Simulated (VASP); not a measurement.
# Re (Fmmm) in VASP: a series of runs, part 2 of 2

VASP 6.6.1. Earlier steps stand in the parts before.

**3. Single point, PBEsol (strain +0.0450 x Voigt [1, -1, 0, 0, 0, 0])**

Contents of INCAR:

```
SYSTEM = Re
PREC = Accurate
ENCUT = 520
EDIFF = 1E-6
ISMEAR = 0
SIGMA = 0.15
LREAL = .FALSE.
LASPH = .TRUE.
NELM = 80
ALGO = Fast
ISIF = 2
LWAVE = .FALSE.
LCHARG = .FALSE.
GGA = PS
NBANDS = 10
```

Contents of KPOINTS:

```
regular mesh
0
G
  20 20 20
  0 0 0
```

Contents of POSCAR:

```
Re
1.0
    0.0000000000      1.8861250000      1.9750000000
    2.0638750000      0.0000000000      1.9750000000
    2.0638750000      1.8861250000      0.0000000000
Re
1
Direct
    0.0000000000      0.0000000000      0.0000000000
```

Potentials or basis: VASP PAW PBE potentials, release 64 (Re).

The run is started by

```bash
$ cat potpaw_PBE.64/Re/POTCAR > POTCAR
$ mpirun -np 1 vasp_std > vasp.out
```

OUTCAR:

```text
SYSTEM = Re
   PREC = Accurate
   ENCUT = 520
   EDIFF = 1E-6
   ISMEAR = 0
   LREAL = .FALSE.
   LASPH = .TRUE.
   NELM = 80
   ISIF = 2
   GGA = PS

 ion  position               nearest neighbor table
   1  0.000  0.000  0.000-

  LATTYP: Found a face centered orthorhombic cell.
 ALAT       =     3.7722500000
 B/A-ratio  =     1.0471204188
 C/A-ratio  =     1.0942408377

  Lattice vectors:

 A1 = (  -2.0638750000,   0.0000000000,  -1.9750000000)
 A2 = (  -2.0638750000,   1.8861250000,   0.0000000000)
 A3 = (   0.0000000000,   1.8861250000,  -1.9750000000)

Analysis of symmetry for initial positions (statically):
=====================================================================
 Subroutine PRICEL returns:
 Original cell was already a primitive cell.

 Routine SETGRP: Setting up the symmetry group for a
 face centered orthorhombic supercell.

 Subroutine GETGRP returns: Found  8 space group operations
 (whereof  8 operations were pure point group operations)
 out of a pool of  8 trial point group operations.

The static configuration has the point symmetry D_2h.

Analysis of symmetry for dynamics (positions and initial velocities):
=====================================================================
 Subroutine PRICEL returns:
 Original cell was already a primitive cell.

 Routine SETGRP: Setting up the symmetry group for a
 face centered orthorhombic supercell.

 Subroutine GETGRP returns: Found  8 space group operations
 (whereof  8 operations were pure point group operations)
 out of a pool of  8 trial point group operations.

The dynamic configuration has the point symmetry D_2h.

 Subroutine INISYM returns: Found  8 space group operations
 (whereof  8 operations are pure point group operations),
 and found     1 'primitive' translations

----------------------------------------------------------------------------------------

                                     Primitive cell

  volume of cell :      15.3763

  direct lattice vectors                    reciprocal lattice vectors
     0.000000000  1.886125000  1.975000000    -0.242262734  0.265093777  0.253164557
     2.063875000  0.000000000  1.975000000     0.242262734 -0.265093777  0.253164557
     2.063875000  1.886125000  0.000000000     0.242262734  0.265093777 -0.253164557

  length of vectors
     2.730950845  2.856607256  2.795898341     0.439383927  0.439383927  0.439383927

  position of ions in fractional coordinates (direct lattice)
     0.000000000  0.000000000  0.000000000

  ion indices of the primitive-cell ions
   primitive index   ion index
                 1           1

----------------------------------------------------------------------------------------

 KPOINTS: regular mesh

Automatic generation of k-mesh.
 Grid dimensions read from file:
 generate k-points for:   20   20   20

 Generating k-lattice:

  Cartesian coordinates                     Fractional coordinates (reciprocal lattice)
    -0.012113137  0.013254689  0.012658228     0.050000000  0.000000000  0.000000000
     0.012113137 -0.013254689  0.012658228    -0.000000000  0.050000000 -0.000000000
     0.012113137  0.013254689 -0.012658228     0.000000000  0.000000000  0.050000000

  Length of vectors
     0.021969196  0.021969196  0.021969196

  Shift w.r.t. Gamma in fractional coordinates (k-lattice)
     0.000000000  0.000000000  0.000000000

 Subroutine IBZKPT returns following result:
 ===========================================

 Found   1166 irreducible k-points:

 Following reciprocal coordinates:
            Coordinates               Weight
  0.000000  0.000000  0.000000      1.000000
  0.050000  0.000000  0.000000      8.000000
  0.100000  0.000000  0.000000      8.000000
  0.150000  0.000000  0.000000      8.000000
  0.200000  0.000000  0.000000      8.000000
  0.250000 -0.000000 -0.000000      8.000000
[... 16 lines left out ...]
 -0.400000  0.050000 -0.000000      8.000000
 -0.350000  0.050000 -0.000000      8.000000
 [... further k-points ...]
   k-points           NKPTS =   1166   k-points in BZ     NKDIM =   1166   number of bands    NBANDS=     10
   number of dos      NEDOS =    301   number of ions     NIONS =      1
   total plane-waves  NPLWV =  11520
   dimension x,y,z NGX =    20 NGY =   24 NGZ =   24
   dimension x,y,z NGXF=    40 NGYF=   48 NGZF=   48
   ions per type =               1
   NGX,Y,Z   is equivalent  to a cutoff of  12.17, 13.97, 14.27 a.u.
   NGXF,Y,Z  is equivalent  to a cutoff of  24.35, 27.93, 28.54 a.u.
 SYSTEM =  Re
   PREC   = accura    normal or accurate (medium, high low for compatibility)
   ISTART =      0    job   : 0-new  1-cont  2-samecut
   ICHARG =      2    charge: 1-file 2-atom 10-const
   ISPIN  =      1    spin polarized calculation?
   LNONCOLLINEAR =      F non collinear calculations
   LSORBIT =      F    spin-orbit coupling
   LASPH  =      T    aspherical Exc in radial PAW
   ENCUT  =  520.0 eV  38.22 Ry    6.18 a.u.   5.08  5.31  5.20*2*pi/ulx,y,z
   NELM   =     80;   NELMIN=  2; NELMDL= -5     # of ELM steps
   EDIFF  = 0.1E-05   stopping-criterion for ELM
   LREAL  =      F    real-space projection
   EDIFFG = 0.1E-04   stopping-criterion for IOM
   NSW    =      0    number of steps for IOM
   IBRION =     -1    ionic relax: 0-MD 1-quasi-New 2-CG
   NFREE  =      0    steps in history (QN), initial steepest desc. (CG)
   ISIF   =      2    stress and relaxation
   ISYM   =      2    0-nonsym 1-usesym 2-fastsym
   POTIM  = 0.5000    time-step for ionic-motion
   TEBEG  =    0.0;   TEEND  =   0.0 temperature during run
   PSTRESS=    0.0 pullay stress
   NELECT =       7.0000    total number of electrons
   NUPDOWN=      -1.0000    fix difference up-down
   EMIN   =  10.00;   EMAX   =-10.00  energy-range for DOS
   EFERMI =   0.00;   METHOD = LEGACY
   ISMEAR =     0;   SIGMA  =   0.15  broadening in eV -4-tet -1-fermi 0-gaus
   EFERMI_NEDOS =   21; number of points for ismear=-14 and -15
   IALGO  =     68    algorithm
   IMIX   =      4    mixing-type and parameters
     AMIX     =   0.40;   BMIX     =  1.00
     AMIX_MAG =   1.60;   BMIX_MAG =  1.00
  volume/ion in A,a.u.               =      15.38       103.76
  Fermi-wavevector in a.u.,A,eV,Ry     =   1.259381  2.379885 21.579397  1.586041
  Thomas-Fermi vector in A             =   2.392944
   LORBIT       =      0    0 simple, 1 ext, 2 COOP (PROOUT), +10 PAW based schemes
   GGA     = PS    functional components
   LHFCALC =     F    Hartree Fock is set to
   AEXX    =    0.0000 exact exchange contribution
   IVDW    =     0    specifies the selected vdW correction
   LEPSILON=     F    determine dielectric tensor
   LRPA    =     F    only Hartree local field effects (RPA)
 non-spin polarized calculation
 RMM-DIIS sequential band-by-band and
 Gauss-broadening in eV      SIGMA  =   0.15
  energy-cutoff  :      520.00
  volume of cell :       15.38
 maximum number of plane-waves:       431
   NGX = 11   NGY = 11   NGZ = 11

 number of electron       7.0000000 magnetization

 Free energy of the ion-electron system (eV)
  ---------------------------------------------------
  ext. energy  EPLUGINS =         0.00000000
  ---------------------------------------------------
  free energy    TOTEN  =       -13.21108385 eV

  energy without entropy =      -13.20068890  energy(sigma->0) =      -13.20588638

 E-fermi :   7.4798     XC(G=0): -13.5795

 val. band max:        7.4771715746   @ k =  -0.0500   0.2000   0.1500
 cond. band min:       7.4850745976   @ k =  -0.2500   0.2500   0.1000
 fundamental gap:      0.0079030229
 Fermi energy:         7.4797702179

 k-point     1 :       0.0000    0.0000    0.0000
  band No.  band energies     occupation
      1      -2.4045      2.00000
      2       5.0605      2.00000
      3       5.7134      2.00000
      4       6.2958      2.00000
      5       7.8431      0.00061
      6       9.2911      0.00000
      7      21.4588      0.00000
      8      25.3684      0.00000
      9      26.6845      0.00000
     10      28.3299      0.00000

 k-point     2 :       0.0500    0.0000    0.0000
  band No.  band energies     occupation
      1      -2.2930      2.00000
      2       5.0814      2.00000
      3       5.7185      2.00000
      4       6.2943      2.00000
      5       7.8202      0.00133
      6       9.2339      0.00000
      7      21.6739      0.00000
      8      25.3608      0.00000
      9      26.5999      0.00000
     10      28.1241      0.00000
[... 274 lines left out ...]
 k-point    24 :      -0.3500    0.0500   -0.0000
  band No.  band energies     occupation
      1       0.8631      2.00000
      2       5.1184      2.00000
      3       5.8303      2.00000
      4       6.3133      2.00000
      5       9.6960      0.00000
      6      10.6071      0.00000
      7      18.8885      0.00000
      8      22.3496      0.00000
      9      28.1160      0.00000
     10      30.0348      0.00000

 [... further k-points ...]
[... 5 lines left out ...]
  --------------------------------------------------------------------------------------
  -------------------------------------------------------------------------------------
  Total       -2.8496553     -0.6764788     -1.5364948      0.0000000      0.0000000      0.0000000
  in kB     -296.9285430    -70.4877804   -160.0997712      0.0000000      0.0000000      0.0000000
  external PRESSURE =    -175.8386982 kB  Pullay stress =       0.0000000 kB

 VOLUME and BASIS-vectors are now :
 -----------------------------------------------------------------------------
  energy-cutoff  :      520.00
  volume of cell :       15.38
      direct lattice vectors                 reciprocal lattice vectors
     0.000000000  1.886125000  1.975000000    -0.242262734  0.265093777  0.253164557
     2.063875000  0.000000000  1.975000000     0.242262734 -0.265093777  0.253164557
     2.063875000  1.886125000  0.000000000     0.242262734  0.265093777 -0.253164557

 POSITION                                       TOTAL-FORCE (eV/Angst)
 -----------------------------------------------------------------------------------
      0.00000      0.00000      0.00000         0.000000      0.000000     -0.000000
 -----------------------------------------------------------------------------------
    total drift:                                0.000000     -0.000000     -0.000000

  FREE ENERGIE OF THE ION-ELECTRON SYSTEM (eV)
  ---------------------------------------------------
  free  energy   TOTEN  =       -13.2110838527 eV

  energy  without entropy=      -13.2006888976  energy(sigma->0) =      -13.20588638
```

Wall time 1.8 min (1 thread of Intel Xeon 6975P-C (Granite Rapids), shared host); peak memory 0.3 GiB.

What came out:

```
Free energy : -13.2111 eV
Pressure    : -17.6 GPa
```

Stress tensor (GPa, compression positive):
```
-29.69   0.00   0.00
  0.00  -7.05   0.00
  0.00   0.00 -16.01
```

Levels at points of the mesh, in eV from the Fermi level:
| k point | band 1 | band 2 | band 3 | band 4 | band 5 | band 6 |
| --- | --- | --- | --- | --- | --- | --- |
| (0.00, 0.00, 0.00) | -9.88 | -2.42 | -1.77 | -1.18 | 0.36 | 1.81 |
| (0.50, 0.00, 0.00) | -6.61 | -2.58 | -1.43 | 0.13 | 3.20 | 3.85 |
| (0.50, 0.50, 0.00) | -6.50 | -5.57 | 2.58 | 3.28 | 3.55 | 4.86 |
| (0.50, 0.00, 0.50) | -6.45 | -5.72 | 3.41 | 3.55 | 3.88 | 4.63 |
| (0.00, 0.50, 0.50) | -6.55 | -5.56 | 1.71 | 3.52 | 3.90 | 4.43 |

Caveat: the cell differs from its parent crystal (strain +0.0450 x Voigt [1, -1, 0, 0, 0, 0]); the PAW data sets were made with another functional, which shifts forces and pressure a little; spin-orbit coupling is left out, which moves the levels of the heavy elements.

**4. Single point, PBEsol (strain +0.0525 x Voigt [1, -1, 0, 0, 0, 0])**

Contents of INCAR:

```
SYSTEM = Re
ALGO     = Fast           ! electronic algorithm
EDIFF    = 1E-6           ! SCF threshold, eV
ENCUT    = 520            ! plane-wave cutoff, eV
GGA      = PS             ! functional
ISIF     = 2              ! what is computed and relaxed
ISMEAR   = 0              ! smearing method
LASPH    = .TRUE.         ! aspherical terms in the spheres
LCHARG   = .FALSE.        ! write CHGCAR
LREAL    = .FALSE.        ! projectors in reciprocal space
LWAVE    = .FALSE.        ! write WAVECAR
NBANDS   = 10             ! bands
NELM     = 60             ! most SCF steps
PREC     = Accurate       ! precision mode
SIGMA    = 0.15           ! smearing width, eV
```

Contents of KPOINTS:

```
k-points
0
G
  20 20 20
  0 0 0
```

Contents of POSCAR:

```
Re
1.0
    0.0000000000      1.8713125000      1.9750000000
    2.0786875000      0.0000000000      1.9750000000
    2.0786875000      1.8713125000      0.0000000000
Re
1
Direct
    0.0000000000      0.0000000000      0.0000000000
```

The run is started by

```bash
$ cat potpaw_PBE.64/Re/POTCAR > POTCAR
$ mpirun -np 1 vasp_std > vasp.out
```

Wall time 2 min (1 thread of Intel Xeon 6975P-C (Granite Rapids), shared host); peak memory 0.3 GiB.

The run converged. Its results:

```yaml
Free_energy: -13.1949 eV
Pressure: -17.1 GPa
```

Stress tensor (GPa, compression positive):
```
-30.97   0.00   0.00
  0.00  -5.38   0.00
  0.00   0.00 -14.87
```

Levels at points of the mesh, in eV from the Fermi level:
| k point | band 1 | band 2 | band 3 | band 4 | band 5 | band 6 | band 7 |
| --- | --- | --- | --- | --- | --- | --- | --- |
| (0.00, 0.00, 0.00) | -9.90 | -2.52 | -1.75 | -1.08 | 0.22 | 1.90 | 14.01 |
| (0.50, 0.00, 0.00) | -6.62 | -2.68 | -1.34 | 0.13 | 3.14 | 3.89 | 9.38 |
| (0.50, 0.50, 0.00) | -6.52 | -5.55 | 2.57 | 3.20 | 3.43 | 4.95 | 11.30 |
| (0.50, 0.00, 0.50) | -6.46 | -5.75 | 3.40 | 3.72 | 3.80 | 4.70 | 10.71 |
| (0.00, 0.50, 0.50) | -6.58 | -5.56 | 1.57 | 3.52 | 3.85 | 4.44 | 10.94 |

Caveat: the cell differs from its parent crystal (strain +0.0525 x Voigt [1, -1, 0, 0, 0, 0]); the PAW data sets were made with another functional, which shifts forces and pressure a little; spin-orbit coupling is left out, which moves the levels of the heavy elements.

**5. Single point, PBEsol (strain +0.0375 x Voigt [1, -1, 0, 0, 0, 0])**

Contents of INCAR:

```
SYSTEM = Re
PREC = Accurate
ENCUT = 520
EDIFF = 1E-7
ISMEAR = 0
SIGMA = 0.15
LREAL = .False.
LASPH = .True.
NELM = 100
ALGO = Fast
ISIF = 2
LWAVE = .False.
LCHARG = .False.
GGA = PS
NBANDS = 10
```

Contents of KPOINTS:

```
Automatic mesh
0
Gamma
  20 20 20
  0 0 0
```

Contents of POSCAR:

```
Re
1.0
    0.0000000000      1.9009375000      1.9750000000
    2.0490625000      0.0000000000      1.9750000000
    2.0490625000      1.9009375000      0.0000000000
Re
1
Direct
    0.0000000000      0.0000000000      0.0000000000
```

The run is started by

```bash
$ cat potpaw_PBE.64/Re/POTCAR > POTCAR
$ mpirun -np 1 vasp_std > vasp.out
```

Wall time 2.2 min (1 thread of Intel Xeon 6975P-C (Granite Rapids), shared host); peak memory 0.3 GiB.

Results (log left out):

| Property | Result |
| --- | --- |
| Free energy | -13.2251 eV |
| Pressure | -18.0 GPa |

Stress tensor (GPa, compression positive):
```
-28.07   0.00   0.00
  0.00  -8.90   0.00
  0.00   0.00 -16.94
```

Levels at points of the mesh, in eV from the Fermi level:
```csv
k point,band 1,band 2,band 3,band 4,band 5,band 6,band 7,band 8
"(0.00, 0.00, 0.00)",-9.87,-2.32,-1.78,-1.29,0.51,1.72,13.96,18.11
"(0.50, 0.00, 0.00)",-6.60,-2.48,-1.52,0.14,3.27,3.81,9.33,13.30
"(0.50, 0.50, 0.00)",-6.49,-5.58,2.59,3.34,3.68,4.76,11.45,12.23
"(0.50, 0.00, 0.50)",-6.44,-5.70,3.39,3.43,3.95,4.57,11.04,11.51
"(0.00, 0.50, 0.50)",-6.53,-5.57,1.86,3.53,3.96,4.42,11.28,12.28
```

Caveat: the cell differs from its parent crystal (strain +0.0375 x Voigt [1, -1, 0, 0, 0, 0]); the PAW data sets were made with another functional, which shifts forces and pressure a little; spin-orbit coupling is left out, which moves the levels of the heavy elements.

**6. The runs side by side**

```csv
cell,further INCAR settings,gap on the mesh (eV),pressure (GPa)
"a = 2.878, b = 2.711, c = 2.798 Å, angles 63.0, 57.0, 60.0°, 1 atom",ALGO = Fast; EDIFF = 1e-06; NBANDS = 10,none,-16.5
"a = 2.731, b = 2.857, c = 2.796 Å, angles 57.8, 62.2, 60.0°, 1 atom",ALGO = Fast; EDIFF = 1e-06; NBANDS = 10,none,-17.6
"a = 2.721, b = 2.867, c = 2.797 Å, angles 57.4, 62.6, 60.0°, 1 atom",ALGO = Fast; EDIFF = 1e-06; NBANDS = 10,none,-17.1
"a = 2.741, b = 2.846, c = 2.795 Å, angles 58.1, 61.9, 60.0°, 1 atom",ALGO = Fast; EDIFF = 1e-07; NBANDS = 10,none,-18.0
```

Alike in all rows: task single point; level PBEsol; potentials or basis VASP PAW PBE potentials, release 64 (Re); no spin polarisation; k mesh 20 × 20 × 20; cutoff (eV) 520; smearing gaussian 0.15 eV.

Caveats: the PAW data sets were made with another functional, which shifts forces and pressure a little; spin-orbit coupling is left out, which moves the levels of the heavy elements.

Total energies depend on the potentials used, so only differences within one code and one set of settings carry meaning.
